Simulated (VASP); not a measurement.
# SrO (I4mm) in VASP: a series of runs

SrO is run at these levels: PBEsol; tasks: single point.

All numbers are computed with VASP 6.6.1; they aren't measurements. Logs are shortened: lines on timing, memory, paths and dates and some standing lists are left out, and cuts for length are marked.

## (1) The cell of the first run

Symmetry: I4mm, No. 107, tetragonal system. The conventional cell has a = 3.634 Å, b = 3.634 Å, c = 5.140 Å, α = 90.00°, β = 90.00°, γ = 90.00°. Sr (site symmetry 4mm) has 6 O at 2.44 to 2.69 Å within 3.2 Å. Within 3.2 Å of O (site symmetry 4mm) lie 6 Sr at 2.44 to 2.69 Å.

## (2) Single point, PBEsol

Input file INCAR:

```
SYSTEM = SrO
PREC     = Accurate       ! precision mode
ENCUT    = 520            ! plane-wave cutoff, eV
EDIFF    = 1E-6           ! SCF threshold, eV
ISMEAR   = 0              ! smearing method
SIGMA    = 0.05           ! smearing width, eV
LREAL    = .FALSE.        ! projectors in reciprocal space
LASPH    = .TRUE.         ! aspherical terms in the spheres
NELM     = 100            ! most SCF steps
ALGO     = Normal         ! electronic algorithm
ISIF     = 2              ! what is computed and relaxed
LWAVE    = .FALSE.        ! write WAVECAR
LCHARG   = .TRUE.         ! write CHGCAR
GGA      = PS             ! functional
LELF     = .TRUE.         ! ELF
LVHAR    = .TRUE.       
NBANDS   = 15             ! bands
```

Input file KPOINTS:

```
Automatic mesh
0
G
  8 8 8
  0 0 0
```

Input file POSCAR:

```
SrO
1.0
    0.0000000000      2.5698000000      2.5698000000
    2.5698000000      0.0000000000      2.5698000000
    2.5698000000      2.5698000000      0.0000000000
Sr O
1 1
Direct
   -0.0243209588     -0.0243209588      0.0243209588
    0.5000000000      0.5000000000      0.5000000000
```

Potentials or basis: VASP PAW PBE potentials, release 64 (Sr_sv, O).

Command:

```sh
> cat potpaw_PBE.64/Sr_sv/POTCAR potpaw_PBE.64/O/POTCAR > POTCAR
> mpirun -np 1 vasp_std > vasp.out
```

OUTCAR:

```text
SYSTEM = SrO
   PREC = Accurate
   ENCUT = 520
   EDIFF = 1E-6
   ISMEAR = 0
   LREAL = .FALSE.
   LASPH = .TRUE.
   NELM = 100
   ISIF = 2
   GGA = PS

 ion  position               nearest neighbor table
   1  0.976  0.976  0.024-   2 2.44   2 2.57   2 2.57   2 2.57   2 2.57   2 2.69
   2  0.500  0.500  0.500-   1 2.44   1 2.57   1 2.57   1 2.57   1 2.57   1 2.69

  LATTYP: Found a face centered cubic cell.
 ALAT       =     5.1396000000

  Lattice vectors:

 A1 = (   0.0000000000,   2.5698000000,   2.5698000000)
 A2 = (   2.5698000000,   0.0000000000,   2.5698000000)
 A3 = (   2.5698000000,   2.5698000000,   0.0000000000)

Analysis of symmetry for initial positions (statically):
=====================================================================
 Subroutine PRICEL returns:
 Original cell was already a primitive cell.

 Routine SETGRP: Setting up the symmetry group for a
 face centered cubic supercell.

 Subroutine GETGRP returns: Found  8 space group operations
 (whereof  8 operations were pure point group operations)
 out of a pool of 48 trial point group operations.

The static configuration has the point symmetry C_4v.

Analysis of symmetry for dynamics (positions and initial velocities):
=====================================================================
 Subroutine PRICEL returns:
 Original cell was already a primitive cell.

 Routine SETGRP: Setting up the symmetry group for a
 face centered cubic supercell.

 Subroutine GETGRP returns: Found  8 space group operations
 (whereof  8 operations were pure point group operations)
 out of a pool of 48 trial point group operations.

The dynamic configuration has the point symmetry C_4v.

 Subroutine INISYM returns: Found  8 space group operations
 (whereof  8 operations are pure point group operations),
 and found     1 'primitive' translations

----------------------------------------------------------------------------------------

                                     Primitive cell

  volume of cell :      33.9413

  direct lattice vectors                    reciprocal lattice vectors
     0.000000000  2.569800000  2.569800000    -0.194567671  0.194567671  0.194567671
     2.569800000  0.000000000  2.569800000     0.194567671 -0.194567671  0.194567671
     2.569800000  2.569800000  0.000000000     0.194567671  0.194567671 -0.194567671

  length of vectors
     3.634246013  3.634246013  3.634246013     0.337001091  0.337001091  0.337001091

  position of ions in fractional coordinates (direct lattice)
     0.975679041  0.975679041  0.024320959
     0.500000000  0.500000000  0.500000000

  ion indices of the primitive-cell ions
   primitive index   ion index
                 1           1
                 2           2

----------------------------------------------------------------------------------------

 KPOINTS: Automatic mesh

Automatic generation of k-mesh.
 Grid dimensions read from file:
 generate k-points for:    8    8    8

 Generating k-lattice:

  Cartesian coordinates                     Fractional coordinates (reciprocal lattice)
    -0.024320959  0.024320959  0.024320959     0.125000000  0.000000000  0.000000000
     0.024320959 -0.024320959  0.024320959     0.000000000  0.125000000  0.000000000
     0.024320959  0.024320959 -0.024320959     0.000000000  0.000000000  0.125000000

  Length of vectors
     0.042125136  0.042125136  0.042125136

  Shift w.r.t. Gamma in fractional coordinates (k-lattice)
     0.000000000  0.000000000  0.000000000

 Subroutine IBZKPT returns following result:
 ===========================================

 Found     59 irreducible k-points:

 Following reciprocal coordinates:
            Coordinates               Weight
  0.000000  0.000000  0.000000      1.000000
  0.125000  0.000000  0.000000      8.000000
  0.250000  0.000000  0.000000      8.000000
  0.375000  0.000000  0.000000      8.000000
  0.500000  0.000000  0.000000      4.000000
  0.125000  0.125000  0.000000      2.000000
[... 16 lines left out ...]
  0.000000  0.375000  0.250000     16.000000
  0.500000  0.250000  0.000000      8.000000
 [... further k-points ...]
   k-points           NKPTS =     59   k-points in BZ     NKDIM =     59   number of bands    NBANDS=     15
   number of dos      NEDOS =    301   number of ions     NIONS =      2
   total plane-waves  NPLWV =  21952
   dimension x,y,z NGX =    28 NGY =   28 NGZ =   28
   dimension x,y,z NGXF=    56 NGYF=   56 NGZF=   56
   ions per type =               1   1
   NGX,Y,Z   is equivalent  to a cutoff of  12.81, 12.81, 12.81 a.u.
   NGXF,Y,Z  is equivalent  to a cutoff of  25.62, 25.62, 25.62 a.u.
 SYSTEM =  SrO
   PREC   = accura    normal or accurate (medium, high low for compatibility)
   ISTART =      0    job   : 0-new  1-cont  2-samecut
   ICHARG =      2    charge: 1-file 2-atom 10-const
   ISPIN  =      1    spin polarized calculation?
   LNONCOLLINEAR =      F non collinear calculations
   LSORBIT =      F    spin-orbit coupling
   LASPH  =      T    aspherical Exc in radial PAW
   ENCUT  =  520.0 eV  38.22 Ry    6.18 a.u.   6.76  6.76  6.76*2*pi/ulx,y,z
   NELM   =    100;   NELMIN=  2; NELMDL= -5     # of ELM steps
   EDIFF  = 0.1E-05   stopping-criterion for ELM
   LREAL  =      F    real-space projection
   EDIFFG = 0.1E-04   stopping-criterion for IOM
   NSW    =      0    number of steps for IOM
   IBRION =     -1    ionic relax: 0-MD 1-quasi-New 2-CG
   NFREE  =      0    steps in history (QN), initial steepest desc. (CG)
   ISIF   =      2    stress and relaxation
   ISYM   =      2    0-nonsym 1-usesym 2-fastsym
   POTIM  = 0.5000    time-step for ionic-motion
   TEBEG  =    0.0;   TEEND  =   0.0 temperature during run
   PSTRESS=    0.0 pullay stress
   NELECT =      16.0000    total number of electrons
   NUPDOWN=      -1.0000    fix difference up-down
   EMIN   =  10.00;   EMAX   =-10.00  energy-range for DOS
   EFERMI =   0.00;   METHOD = LEGACY
   ISMEAR =     0;   SIGMA  =   0.05  broadening in eV -4-tet -1-fermi 0-gaus
   EFERMI_NEDOS =   21; number of points for ismear=-14 and -15
   IALGO  =     38    algorithm
   IMIX   =      4    mixing-type and parameters
     AMIX     =   0.40;   BMIX     =  1.00
     AMIX_MAG =   1.60;   BMIX_MAG =  1.00
  volume/ion in A,a.u.               =      16.97       114.52
  Fermi-wavevector in a.u.,A,eV,Ry     =   1.274106  2.407711 22.086959  1.623346
  Thomas-Fermi vector in A             =   2.406892
   LORBIT       =      0    0 simple, 1 ext, 2 COOP (PROOUT), +10 PAW based schemes
   GGA     = PS    functional components
   LHFCALC =     F    Hartree Fock is set to
   AEXX    =    0.0000 exact exchange contribution
   IVDW    =     0    specifies the selected vdW correction
   LEPSILON=     F    determine dielectric tensor
   LRPA    =     F    only Hartree local field effects (RPA)
 non-spin polarized calculation
 Gauss-broadening in eV      SIGMA  =   0.05
  energy-cutoff  :      520.00
  volume of cell :       33.94
 maximum number of plane-waves:       941
   NGX = 13   NGY = 13   NGZ = 13

 number of electron      15.9999997 magnetization

 Free energy of the ion-electron system (eV)
  ---------------------------------------------------
  ext. energy  EPLUGINS =         0.00000000
  ---------------------------------------------------
  free energy    TOTEN  =       -12.62235509 eV

  energy without entropy =      -12.62235509  energy(sigma->0) =      -12.62235509

 E-fermi :   1.6786     XC(G=0): -10.2799

 val. band max:        1.4574731632   @ k =   0.0000   0.0000   0.0000
 cond. band min:       4.6516594768   @ k =   0.5000   0.5000   0.0000
 fundamental gap:      3.1941863136
 Fermi energy:         1.6786139022

 k-point     1 :       0.0000    0.0000    0.0000
  band No.  band energies     occupation
      1     -30.7266      2.00000
      2     -13.5560      2.00000
      3     -12.3779      2.00000
      4     -12.3779      2.00000
      5     -12.3405      2.00000
      6       1.4462      2.00000
      7       1.4462      2.00000
      8       1.4575      2.00000
      9       5.3154      0.00000
     10       7.6680      0.00000
     11       7.7282      0.00000
     12       7.7282      0.00000
     13       9.8642      0.00000
     14       9.9616      0.00000
     15      13.9728      0.00000

 k-point     2 :       0.1250    0.0000    0.0000
  band No.  band energies     occupation
      1     -30.7059      2.00000
      2     -13.9037      2.00000
      3     -12.4017      2.00000
      4     -12.3908      2.00000
      5     -12.0329      2.00000
      6       0.9673      2.00000
      7       1.2556      2.00000
      8       1.2907      2.00000
      9       6.0182      0.00000
     10       7.5121      0.00000
     11       8.0007      0.00000
     12       8.0159      0.00000
     13      10.2864      0.00000
     14      10.3833      0.00000
     15      14.9954      0.00000

 k-point     3 :       0.2500    0.0000    0.0000
  band No.  band energies     occupation
      1     -30.6555      2.00000
      2     -14.4711      2.00000
      3     -12.4308      2.00000
      4     -12.4216      2.00000
      5     -11.5919      2.00000
      6       0.1483      2.00000
      7       0.8406      2.00000
      8       0.8697      2.00000
      9       7.3306      0.00000
     10       7.6464      0.00000
     11       8.8166      0.00000
     12       8.8254      0.00000
     13      11.3200      0.00000
     14      11.4117      0.00000
     15      17.0529      0.00000

 k-point     4 :       0.3750    0.0000    0.0000
  band No.  band energies     occupation
      1     -30.6043      2.00000
      2     -14.9011      2.00000
      3     -12.4585      2.00000
      4     -12.4517      2.00000
      5     -11.2898      2.00000
      6      -0.4932      2.00000
      7       0.4744      2.00000
      8       0.4938      2.00000
      9       7.7196      0.00000
     10       9.0712      0.00000
     11       9.8502      0.00000
     12       9.8504      0.00000
     13      12.5597      0.00000
     14      12.6791      0.00000
     15      16.9265      0.00000
[... 307 lines left out ...]
 k-point    22 :       0.3750    0.2500    0.0000
  band No.  band energies     occupation
      1     -30.5929      2.00000
      2     -14.4287      2.00000
      3     -12.6655      2.00000
      4     -12.6233      2.00000
      5     -11.8934      2.00000
      6       0.2050      2.00000
      7       1.0680      2.00000
      8       1.1754      2.00000
      9       5.6987      0.00000
     10       8.2760      0.00000
     11      10.6626      0.00000
     12      10.8162      0.00000
     13      11.5051      0.00000
     14      12.4443      0.00000
     15      17.4704      0.00000

 k-point    23 :       0.0000    0.3750    0.2500
  band No.  band energies     occupation
      1     -30.5935      2.00000
      2     -14.3969      2.00000
      3     -12.6876      2.00000
      4     -12.6291      2.00000
      5     -11.8998      2.00000
      6       0.1997      2.00000
      7       1.0099      2.00000
      8       1.2050      2.00000
      9       5.7622      0.00000
     10       8.3046      0.00000
     11      10.5194      0.00000
     12      10.8573      0.00000
     13      11.5619      0.00000
     14      12.4235      0.00000
     15      17.4340      0.00000

 k-point    24 :       0.5000    0.2500    0.0000
  band No.  band energies     occupation
      1     -30.5619      2.00000
      2     -14.5838      2.00000
      3     -12.8460      2.00000
      4     -12.6153      2.00000
      5     -11.7642      2.00000
      6       0.2458      2.00000
      7       0.7470      2.00000
      8       0.8563      2.00000
      9       6.4191      0.00000
     10       8.9439      0.00000
     11      10.6491      0.00000
     12      11.2007      0.00000
     13      12.6027      0.00000
     14      13.8596      0.00000
     15      15.2014      0.00000

 [... further k-points ...]
[... 5 lines left out ...]
  --------------------------------------------------------------------------------------
  -------------------------------------------------------------------------------------
  Total       -0.1036340     -0.1036340      0.2794531      0.0000000     -0.0000000      0.0000000
  in kB       -4.8919809     -4.8919809     13.1914219      0.0000000     -0.0000000      0.0000000
  external PRESSURE =       1.1358200 kB  Pullay stress =       0.0000000 kB

 VOLUME and BASIS-vectors are now :
 -----------------------------------------------------------------------------
  energy-cutoff  :      520.00
  volume of cell :       33.94
      direct lattice vectors                 reciprocal lattice vectors
     0.000000000  2.569800000  2.569800000    -0.194567671  0.194567671  0.194567671
     2.569800000  0.000000000  2.569800000     0.194567671 -0.194567671  0.194567671
     2.569800000  2.569800000  0.000000000     0.194567671  0.194567671 -0.194567671

 POSITION                                       TOTAL-FORCE (eV/Angst)
 -----------------------------------------------------------------------------------
      2.56980      2.56980      5.01460         0.000000      0.000000      0.296080
      2.56980      2.56980      2.56980         0.000000      0.000000     -0.296080
 -----------------------------------------------------------------------------------
    total drift:                               -0.000000     -0.000000      0.000519

  FREE ENERGIE OF THE ION-ELECTRON SYSTEM (eV)
  ---------------------------------------------------
  free  energy   TOTEN  =       -12.6223550939 eV

  energy  without entropy=      -12.6223550939  energy(sigma->0) =      -12.62235509
```

Run time: 52 s. Hardware: 1 thread of Intel Xeon 8259CL, shared host; peak memory 0.18 GiB.

What came out:

- Free energy: -12.6224 eV
- Pressure: 0.1 GPa
- Largest force: 0.296 eV/Å
- Band gap on the k mesh: 3.19 eV, indirect (least direct gap 3.25 eV)

Forces on the atoms (eV/Å):
```
Sr   0.000  0.000  0.296
O    0.000  0.000 -0.296
```

Levels at points of the mesh, in eV from the valence-band top:
```tsv
k point	band 5	band 6	band 7	band 8	band 9	band 10	band 11	band 12
(0.00, 0.00, 0.00)	-13.80	-0.01	-0.01	0.00	3.86	6.21	6.27	6.27
(0.50, 0.00, 0.00)	-12.64	-2.19	-1.12	-1.11	6.51	8.22	8.91	8.97
(0.50, 0.50, 0.00)	-14.22	-0.37	-0.06	-0.06	3.19	7.74	10.14	10.25
(0.00, 0.50, 0.50)	-14.10	-0.41	-0.16	-0.05	3.32	7.76	10.27	10.27
```

Caveat: the cell differs from its parent crystal (all Sr atoms moved +0.125 Å, as atom 1 towards its neighbour atom 2 (O) at 2.570 Å); the PAW data sets were made with another functional, which shifts forces and pressure a little.

## (3) Single point, PBEsol

Input file INCAR:

```
PREC = Accurate
ENCUT = 520
EDIFF = 1E-6
ISMEAR = 0
SIGMA = 0.05
LREAL = F
LASPH = T
NELM = 60
ALGO = Normal
ISIF = 2
LWAVE = F
LCHARG = F
GGA = PS
NBANDS = 15
```

Input file KPOINTS:

```
Automatic mesh
0
Gamma
  8 8 8
```

Changes to POSCAR since step 2:

```diff
@@ -8,3 +8,3 @@
 Direct
-   -0.0243209588     -0.0243209588      0.0243209588
+   -0.0121604794     -0.0121604794      0.0121604794
     0.5000000000      0.5000000000      0.5000000000
```

Potentials or basis: VASP PAW PBE potentials, release 64 (Sr_sv, O).

Command:

```sh
> cat potpaw_PBE.64/Sr_sv/POTCAR potpaw_PBE.64/O/POTCAR > POTCAR
> mpirun -np 1 vasp_std > vasp.out
```

Run time: 55 s. Hardware: 1 thread of Intel Xeon 8259CL, shared host; peak memory 0.18 GiB.

The run converged. Its results:

```yaml
Free_energy: -12.6356 eV
Pressure: -0.2 GPa
Largest_force: 0.134 eV/Å
Band_gap_on_the_k_mesh: 3.16 eV, indirect (least direct gap 3.24 eV)
```

Forces in eV/Å, atoms in the order of the input:
```
Sr   0.000  0.000  0.134
O    0.000  0.000 -0.134
```

Stress tensor (GPa, compression positive):
```
-0.36  0.00  0.00
 0.00 -0.36  0.00
 0.00  0.00  0.09
```

Levels at points of the mesh, in eV from the valence-band top:
```tsv
k point	band 4	band 5	band 6	band 7	band 8	band 9	band 10	band 11	band 12	band 13
(0.00, 0.00, 0.00)	-13.87	-13.86	0.00	0.00	0.00	3.84	6.18	6.19	6.19	8.37
(0.50, 0.00, 0.00)	-13.96	-12.68	-2.22	-1.15	-1.14	6.50	8.28	8.87	8.89	11.96
(0.50, 0.50, 0.00)	-14.25	-14.25	-0.42	-0.08	-0.08	3.16	7.77	10.21	10.22	11.18
(0.00, 0.50, 0.50)	-14.25	-14.22	-0.43	-0.10	-0.08	3.20	7.77	10.22	10.24	11.18
```

Caveat: the cell differs from its parent crystal (all Sr atoms moved +0.062 Å, as atom 1 towards its neighbour atom 2 (O) at 2.570 Å); the PAW data sets were made with another functional, which shifts forces and pressure a little.
